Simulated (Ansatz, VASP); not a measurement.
**One calculation of Al2H, two programs**

```xyz
12
Lattice="0.0071 0.0016 2.7115 4.9530 -0.0009 0.0012 0.0038 11.5623 -0.0024" Properties=species:S:1:pos:R:3 pbc="T T T"
Al    0.8275    3.9293   -0.0007
Al    0.8297    9.7104   -0.0021
Al    3.2999    1.6098    0.0003
Al    3.3023    7.3910    0.0004
Al    0.8267    1.2808    1.3553
Al    0.8291    7.0619    1.3536
Al    3.3080    4.7425    1.3559
Al    3.3102   10.5236    1.3540
H     0.8291    5.7913   -0.0018
H     0.8274    0.0102    0.0004
H     3.3077    2.8804    1.3557
H     3.3097    8.6616    1.3561
```

Change from the starting cell: cell x2, atoms moved at random (sigma 0.05 Å) and cell strained at random (1.5 %), then relaxed without symmetry.

Alike in both runs: functional PBE; k mesh 8 × 6 × 2; occupations gaussian, width 0.2 eV; no spin polarisation.

Ansatz relaxed the structure, and its values are those at the end. VASP's run is a single point on that final structure, the one shown.

|  | VASP | Ansatz |
| --- | --- | --- |
| version | VASP 6.6.1 | Ansatz 0.2.0 |
| potentials or method | VASP PAW PBE potentials, release 64 (Al, H), cutoff 520 eV | scalar-relativistic, plane waves, PAW |
| valence electrons in the cell | 28 | 28 |

VASP gave:

| Property | Result |
| --- | --- |
| gap on the k mesh at the Fermi level (eV) | none |
| pressure (GPa) | -0.1 |

Task: Which values does Ansatz return?

Result: gap on the k mesh at the Fermi level (eV): none; pressure (GPa): 0.0.

A gap of «none» marks a metal or a gap that the smearing closes.
